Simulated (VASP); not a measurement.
# SiGe (P6_3mc) in VASP: notebook

Runs on SiGe. Level: PBEsol. Tasks: single point.

All numbers are computed with VASP 6.6.1; they aren't measurements. Logs are shortened: lines on timing, memory, paths and dates and some standing lists are left out, and cuts for length are marked.

### Step 1. The cell of the first run

It takes space group P6_3mc (No. 186, hexagonal). The conventional cell has a = 3.680 Å, b = 3.680 Å, c = 6.659 Å, α = 90.00°, β = 90.00°, γ = 120.00°. Si (site symmetry 3m) has 4 Ge at 2.28 to 2.49 Å within 3.0 Å. Ge (site symmetry 3m) has 4 Si at 2.28 to 2.49 Å within 3.0 Å.

### Step 2. Single point, PBEsol (19.53 Å³/atom)

The input, INCAR:

```
ALGO = Normal
EDIFF = 1E-6
ENCUT = 520
GGA = PS
ISIF = 2
ISMEAR = 0
LASPH = True
LCHARG = True
LELF = True
LREAL = False
LVHAR = True
LWAVE = False
NBANDS = 26
NELM = 60
PREC = Accurate
SIGMA = 0.03
```

The input, KPOINTS:

```
k-points
0
Gamma
  12 12 6
```

The input, POSCAR:

```
SiGe
1.0
    3.6801874473      0.0000000000      0.0000000000
   -1.8400937236      3.1871358200      0.0000000000
    0.0000000000      0.0000000000      6.6585631484
Si Ge
2 2
Direct
    0.6666666667      0.3333333333      0.8745463082
    0.3333333333      0.6666666667      0.3745463082
    0.6666666667      0.3333333333      0.5004526918
    0.3333333333      0.6666666667      0.0004526918
```

Potentials or basis: VASP PAW PBE potentials, release 64 (Si, Ge_d).

On the command line:

```console
cat potpaw_PBE.64/Si/POTCAR potpaw_PBE.64/Ge_d/POTCAR > POTCAR
mpirun -np 1 vasp_std > vasp.out
```

OUTCAR:

```text
EDIFF = 1E-6
   ENCUT = 520
   GGA = PS
   ISIF = 2
   ISMEAR = 0
   LASPH = True
   LREAL = False
   NELM = 60
   PREC = Accurate

 ion  position               nearest neighbor table
   1  0.667  0.333  0.875-   4 2.28   4 2.28   4 2.28   3 2.49
   2  0.333  0.667  0.375-   3 2.28   3 2.28   3 2.28   4 2.49
   3  0.667  0.333  0.500-   2 2.28   2 2.28   2 2.28   1 2.49
   4  0.333  0.667  0.000-   1 2.28   1 2.28   1 2.28   2 2.49

  LATTYP: Found a hexagonal cell.
 ALAT       =     3.6801874473
 C/A-ratio  =     1.8093000000

  Lattice vectors:

 A1 = (   3.6801874473,   0.0000000000,   0.0000000000)
 A2 = (  -1.8400937236,   3.1871358200,   0.0000000000)
 A3 = (   0.0000000000,   0.0000000000,   6.6585631484)

Analysis of symmetry for initial positions (statically):
=====================================================================
 Subroutine PRICEL returns:
 Original cell was already a primitive cell.

 Routine SETGRP: Setting up the symmetry group for a
 hexagonal supercell.

 Subroutine GETGRP returns: Found 12 space group operations
 (whereof  6 operations were pure point group operations)
 out of a pool of 24 trial point group operations.

The static configuration has the point symmetry C_3v.
 The point group associated with its full space group is C_6v.

Analysis of symmetry for dynamics (positions and initial velocities):
=====================================================================
 Subroutine PRICEL returns:
 Original cell was already a primitive cell.

 Routine SETGRP: Setting up the symmetry group for a
 hexagonal supercell.

 Subroutine GETGRP returns: Found 12 space group operations
 (whereof  6 operations were pure point group operations)
 out of a pool of 24 trial point group operations.

The dynamic configuration has the point symmetry C_3v.
 The point group associated with its full space group is C_6v.

 Subroutine INISYM returns: Found 12 space group operations
 (whereof  6 operations are pure point group operations),
 and found     1 'primitive' translations

----------------------------------------------------------------------------------------

                                     Primitive cell

  volume of cell :      78.1000

  direct lattice vectors                    reciprocal lattice vectors
     3.680187447  0.000000000  0.000000000     0.271725290  0.156880669  0.000000000
    -1.840093724  3.187135820  0.000000000     0.000000000  0.313761338  0.000000000
     0.000000000  0.000000000  6.658563148     0.000000000  0.000000000  0.150182551

  length of vectors
     3.680187447  3.680187447  6.658563148     0.313761338  0.313761338  0.150182551

  position of ions in fractional coordinates (direct lattice)
     0.666666667  0.333333333  0.874546308
     0.333333333  0.666666667  0.374546308
     0.666666667  0.333333333  0.500452692
     0.333333333  0.666666667  0.000452692

  ion indices of the primitive-cell ions
   primitive index   ion index
                 1           1
                 2           2
                 3           3
                 4           4

----------------------------------------------------------------------------------------

 KPOINTS: k-points

Automatic generation of k-mesh.
 Grid dimensions read from file:
 generate k-points for:   12   12    6

 Generating k-lattice:

  Cartesian coordinates                     Fractional coordinates (reciprocal lattice)
     0.022643774  0.013073389  0.000000000     0.083333333  0.000000000  0.000000000
     0.000000000  0.026146778  0.000000000     0.000000000  0.083333333  0.000000000
     0.000000000  0.000000000  0.025030425     0.000000000  0.000000000  0.166666667

  Length of vectors
     0.026146778  0.026146778  0.025030425

  Shift w.r.t. Gamma in fractional coordinates (k-lattice)
     0.000000000  0.000000000  0.000000000

 Subroutine IBZKPT returns following result:
 ===========================================

 Found     76 irreducible k-points:

 Following reciprocal coordinates:
            Coordinates               Weight
  0.000000  0.000000  0.000000      1.000000
  0.083333  0.000000  0.000000      6.000000
  0.166667  0.000000  0.000000      6.000000
  0.250000  0.000000  0.000000      6.000000
  0.333333  0.000000  0.000000      6.000000
  0.416667  0.000000  0.000000      6.000000
[... 16 lines left out ...]
  0.250000  0.000000  0.166667     12.000000
  0.333333  0.000000  0.166667     12.000000
 [... further k-points ...]
   k-points           NKPTS =     76   k-points in BZ     NKDIM =     76   number of bands    NBANDS=     26
   number of dos      NEDOS =    301   number of ions     NIONS =      4
   total plane-waves  NPLWV =  39200
   dimension x,y,z NGX =    28 NGY =   28 NGZ =   50
   dimension x,y,z NGXF=    56 NGYF=   56 NGZF=  100
   ions per type =               2   2
   NGX,Y,Z   is equivalent  to a cutoff of  12.65, 12.65, 12.48 a.u.
   NGXF,Y,Z  is equivalent  to a cutoff of  25.30, 25.30, 24.97 a.u.
 SYSTEM =  unknown system
   PREC   = accura    normal or accurate (medium, high low for compatibility)
   ISTART =      0    job   : 0-new  1-cont  2-samecut
   ICHARG =      2    charge: 1-file 2-atom 10-const
   ISPIN  =      1    spin polarized calculation?
   LNONCOLLINEAR =      F non collinear calculations
   LSORBIT =      F    spin-orbit coupling
   LASPH  =      T    aspherical Exc in radial PAW
   ENCUT  =  520.0 eV  38.22 Ry    6.18 a.u.   6.84  6.84 12.38*2*pi/ulx,y,z
   NELM   =     60;   NELMIN=  2; NELMDL= -5     # of ELM steps
   EDIFF  = 0.1E-05   stopping-criterion for ELM
   LREAL  =      F    real-space projection
   EDIFFG = 0.1E-04   stopping-criterion for IOM
   NSW    =      0    number of steps for IOM
   IBRION =     -1    ionic relax: 0-MD 1-quasi-New 2-CG
   NFREE  =      0    steps in history (QN), initial steepest desc. (CG)
   ISIF   =      2    stress and relaxation
   ISYM   =      2    0-nonsym 1-usesym 2-fastsym
   POTIM  = 0.5000    time-step for ionic-motion
   TEBEG  =    0.0;   TEEND  =   0.0 temperature during run
   PSTRESS=    0.0 pullay stress
   NELECT =      36.0000    total number of electrons
   NUPDOWN=      -1.0000    fix difference up-down
   EMIN   =  10.00;   EMAX   =-10.00  energy-range for DOS
   EFERMI =   0.00;   METHOD = LEGACY
   ISMEAR =     0;   SIGMA  =   0.03  broadening in eV -4-tet -1-fermi 0-gaus
   EFERMI_NEDOS =   21; number of points for ismear=-14 and -15
   IALGO  =     38    algorithm
   IMIX   =      4    mixing-type and parameters
     AMIX     =   0.40;   BMIX     =  1.00
     AMIX_MAG =   1.60;   BMIX_MAG =  1.00
  volume/ion in A,a.u.               =      19.53       131.76
  Fermi-wavevector in a.u.,A,eV,Ry     =   1.264616  2.389778 21.759165  1.599253
  Thomas-Fermi vector in A             =   2.397912
   LORBIT       =      0    0 simple, 1 ext, 2 COOP (PROOUT), +10 PAW based schemes
   GGA     = PS    functional components
   LHFCALC =     F    Hartree Fock is set to
   AEXX    =    0.0000 exact exchange contribution
   IVDW    =     0    specifies the selected vdW correction
   LEPSILON=     F    determine dielectric tensor
   LRPA    =     F    only Hartree local field effects (RPA)
 non-spin polarized calculation
 Gauss-broadening in eV      SIGMA  =   0.03
  energy-cutoff  :      520.00
  volume of cell :       78.10
 maximum number of plane-waves:      2130
 NGX is ok and might be reduce to    28
   NGX = 13   NGY = 13   NGZ = 25

 number of electron      35.9999987 magnetization

 Free energy of the ion-electron system (eV)
  ---------------------------------------------------
  ext. energy  EPLUGINS =         0.00000000
  ---------------------------------------------------
  free energy    TOTEN  =       -20.77845529 eV

  energy without entropy =      -20.77845071  energy(sigma->0) =      -20.77845300

 E-fermi :   6.5743     XC(G=0): -10.2515

 val. band max:        6.5227892618   @ k =   0.0000   0.0000   0.0000
 cond. band min:       6.6398971986   @ k =   0.4167   0.0000   0.3333
 fundamental gap:      0.1171079368
 Fermi energy:         6.5743214401

 k-point     1 :       0.0000    0.0000    0.0000
  band No.  band energies     occupation
      1     -18.1843      2.00000
      2     -18.1843      2.00000
      3     -18.1835      2.00000
      4     -18.1818      2.00000
      5     -18.1812      2.00000
      6     -18.1812      2.00000
[... 18 lines left out ...]
     25      10.8469      0.00000
     26      13.4373      0.00000

 k-point     2 :       0.0833    0.0000    0.0000
  band No.  band energies     occupation
      1     -18.1848      2.00000
      2     -18.1837      2.00000
      3     -18.1836      2.00000
      4     -18.1826      2.00000
      5     -18.1805      2.00000
      6     -18.1792      2.00000
[... 18 lines left out ...]
     25      11.2220      0.00000
     26      12.6288      0.00000

 k-point     3 :       0.1667    0.0000    0.0000
  band No.  band energies     occupation
      1     -18.1864      2.00000
      2     -18.1855      2.00000
      3     -18.1822      2.00000
      4     -18.1804      2.00000
      5     -18.1786      2.00000
      6     -18.1764      2.00000
[... 18 lines left out ...]
     25      12.1737      0.00000
     26      12.5788      0.00000

 k-point     4 :       0.2500    0.0000    0.0000
  band No.  band energies     occupation
      1     -18.1889      2.00000
      2     -18.1874      2.00000
      3     -18.1805      2.00000
      4     -18.1776      2.00000
      5     -18.1762      2.00000
      6     -18.1732      2.00000
[... 18 lines left out ...]
     25      13.0849      0.00000
     26      13.4341      0.00000

 k-point     5 :       0.3333    0.0000    0.0000
  band No.  band energies     occupation
      1     -18.1912      2.00000
      2     -18.1893      2.00000
      3     -18.1792      2.00000
      4     -18.1749      2.00000
      5     -18.1742      2.00000
      6     -18.1704      2.00000
[... 18 lines left out ...]
     25      12.9792      0.00000
     26      14.3459      0.00000

 k-point     6 :       0.4167    0.0000    0.0000
  band No.  band energies     occupation
      1     -18.1928      2.00000
      2     -18.1908      2.00000
      3     -18.1784      2.00000
      4     -18.1731      2.00000
      5     -18.1728      2.00000
      6     -18.1686      2.00000
[... 427 lines left out ...]
 k-point    21 :       0.0833    0.0000    0.1667
  band No.  band energies     occupation
      1     -18.1848      2.00000
      2     -18.1837      2.00000
      3     -18.1835      2.00000
      4     -18.1823      2.00000
      5     -18.1807      2.00000
      6     -18.1794      2.00000
[... 18 lines left out ...]
     25      11.0626      0.00000
     26      12.9125      0.00000

 k-point    22 :       0.1667    0.0000    0.1667
  band No.  band energies     occupation
      1     -18.1865      2.00000
      2     -18.1857      2.00000
      3     -18.1820      2.00000
      4     -18.1801      2.00000
      5     -18.1788      2.00000
      6     -18.1766      2.00000
[... 18 lines left out ...]
     25      12.0003      0.00000
     26      12.4273      0.00000

 k-point    23 :       0.2500    0.0000    0.1667
  band No.  band energies     occupation
      1     -18.1889      2.00000
      2     -18.1877      2.00000
      3     -18.1802      2.00000
      4     -18.1772      2.00000
      5     -18.1765      2.00000
      6     -18.1734      2.00000
[... 18 lines left out ...]
     25      13.1980      0.00000
     26      13.2097      0.00000

 k-point    24 :       0.3333    0.0000    0.1667
  band No.  band energies     occupation
      1     -18.1911      2.00000
      2     -18.1896      2.00000
      3     -18.1788      2.00000
      4     -18.1745      2.00000
      5     -18.1745      2.00000
      6     -18.1706      2.00000
[... 18 lines left out ...]
     25      13.7859      0.00000
     26      14.3802      0.00000

 [... further k-points ...]

------------------------ aborting loop because EDIFF is reached ----------------------------------------

  FORCE on cell =-STRESS in cart. coord.  units (eV):
  Direction    XX          YY          ZZ          XY          YZ          ZX
  --------------------------------------------------------------------------------------
  -------------------------------------------------------------------------------------
  Total        7.9028114      7.9028114     -2.3254553      0.0000000      0.0000000     -0.0000000
  in kB      162.1217066    162.1217066    -47.7053994      0.0000000      0.0000000     -0.0000000
  external PRESSURE =      92.1793379 kB  Pullay stress =       0.0000000 kB

 VOLUME and BASIS-vectors are now :
 -----------------------------------------------------------------------------
  energy-cutoff  :      520.00
  volume of cell :       78.10
      direct lattice vectors                 reciprocal lattice vectors
     3.680187447  0.000000000  0.000000000     0.271725290  0.156880669  0.000000000
    -1.840093724  3.187135820  0.000000000     0.000000000  0.313761338  0.000000000
     0.000000000  0.000000000  6.658563148     0.000000000  0.000000000  0.150182551

 POSITION                                       TOTAL-FORCE (eV/Angst)
 -----------------------------------------------------------------------------------
      1.84009      1.06238      5.82322        -0.000000      0.000000     -1.033852
     -0.00000      2.12476      2.49394        -0.000000      0.000000     -1.033852
      1.84009      1.06238      3.33230        -0.000000      0.000000      1.033852
     -0.00000      2.12476      0.00301         0.000000     -0.000000      1.033852
 -----------------------------------------------------------------------------------
    total drift:                               -0.000000     -0.000000     -0.000253

  FREE ENERGIE OF THE ION-ELECTRON SYSTEM (eV)
  ---------------------------------------------------
  free  energy   TOTEN  =       -20.7784552907 eV

  energy  without entropy=      -20.7784507128  energy(sigma->0) =      -20.77845300
```

It took 3.2 min on 1 thread of Intel Xeon 8259CL, shared host; peak memory 0.27 GiB.

Results:

- Free energy: -20.7785 eV
- Pressure: 9.2 GPa
- Largest force: 1.034 eV/Å
- Band gap on the k mesh: 0.12 eV (least direct gap 0.42 eV)

Forces on the atoms (eV/Å):
```
Si   0.000  0.000 -1.034
Si   0.000  0.000 -1.034
Ge   0.000  0.000  1.034
Ge   0.000  0.000  1.034
```

Stress tensor (GPa, compression positive):
```
16.21  0.00  0.00
 0.00 16.21  0.00
 0.00  0.00 -4.77
```

Caveat: the stress differs along the axes, from -5 to 16 GPa; semilocal functionals underestimate gaps, and a narrow one can read as zero; the PAW data sets were made with another functional, which shifts forces and pressure a little. A k mesh can miss the band edges.

### Step 3. Single point, PBEsol (20.37 Å³/atom)

This run uses another cell than the first one, of 20.37 Å³/atom.

The input, INCAR:

```
SYSTEM = SiGe
PREC = Accurate
ENCUT = 520
EDIFF = 1E-7
ISMEAR = 0
SIGMA = 0.03
LREAL = .FALSE.
LASPH = .TRUE.
NELM = 100
ALGO = Normal
ISIF = 2
LWAVE = .FALSE.
LCHARG = .FALSE.
GGA = PS
NBANDS = 26
```

The input, KPOINTS:

```
Automatic mesh
0
G
  12 12 6
  0 0 0
```

The input, POSCAR:

```
SiGe
1.0
    3.8477584581      0.0000000000      0.0000000000
   -1.9238792291      3.3322565724      0.0000000000
    0.0000000000      0.0000000000      6.3560902984
Si Ge
2 2
Direct
    0.6666666667      0.3333333333      0.8745463082
    0.3333333333      0.6666666667      0.3745463082
    0.6666666667      0.3333333333      0.5004526918
    0.3333333333      0.6666666667      0.0004526918
```

Potentials or basis: VASP PAW PBE potentials, release 64 (Si, Ge_d).

On the command line:

```console
cat potpaw_PBE.64/Si/POTCAR potpaw_PBE.64/Ge_d/POTCAR > POTCAR
mpirun -np 1 vasp_std > vasp.out
```

Wall time 3.9 min (1 thread of Intel Xeon 8259CL, shared host); peak memory 0.28 GiB.

The run converged. Its results:

| Quantity | Value |
| --- | --- |
| Free energy | -21.2241 eV |
| Pressure | 3.6 GPa |
| Largest force | 0.018 eV/Å |
| Band gap on the k mesh | 0.28 eV (least direct gap 0.52 eV) |

Forces in eV/Å, atoms in the order of the input:
```
Si   0.000  0.000 -0.018
Si   0.000  0.000 -0.018
Ge   0.000  0.000  0.018
Ge   0.000  0.000  0.018
```

Levels at points of the mesh, in eV from the valence-band top:
| k point | band 16 | band 17 | band 18 | band 19 | band 20 | band 21 |
| --- | --- | --- | --- | --- | --- | --- |
| (0.00, 0.00, 0.00) | -0.34 | 0.00 | 0.00 | 0.52 | 1.83 | 2.01 |
| (0.50, 0.00, 0.00) | -3.33 | -3.20 | -1.60 | 0.28 | 2.06 | 3.17 |
| (0.00, 0.00, 0.50) | -1.02 | -1.02 | -1.02 | 1.34 | 1.34 | 3.08 |
| (0.50, 0.00, 0.50) | -2.71 | -2.64 | -2.64 | 0.63 | 0.63 | 1.71 |

Caveat: the cell stands under pressure; semilocal functionals underestimate gaps, and a narrow one can read as zero; the PAW data sets were made with another functional, which shifts forces and pressure a little. A k mesh can miss the band edges.

(Part 1 of 2 ends here.)

The gap in the log of VASP goes by the Fermi energy; the results here count the filled bands.